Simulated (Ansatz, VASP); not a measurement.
## Tc in VASP and in Ansatz

```
Tc
1.0
     0.00000    1.92419    1.92419
     1.92419    0.00000    1.92419
     1.92419    1.92419    0.00000
Tc
1
Cartesian
  0.0000 0.0000 0.0000
```

Alike in both runs: functional r2SCAN; dispersion D4; k mesh 10 × 10 × 10; no spin polarisation.

Ansatz relaxed the structure, and its values are those at the end. VASP's run is a single point on that final structure, the one shown.

|  | VASP | Ansatz |
| --- | --- | --- |
| version | VASP 6.6.1 | Ansatz 0.2.0 |
| potentials or method | VASP PAW PBE potentials, release 64 (Tc_pv), cutoff 520 eV | plane waves, PAW |
| occupations | methfessel-paxton of order 1, width 0.1 eV | cold |
| valence electrons in the cell | 13 | 15 |

```tsv
	VASP	Ansatz	Ansatz less VASP
pressure (GPa)	0.4	0.0	-0.35
```

VASP's potentials were made for PBE, not for r2SCAN. VASP's potentials hold 13 valence electrons a cell and Ansatz's 15, so a difference there can come from the potentials and not from the codes.
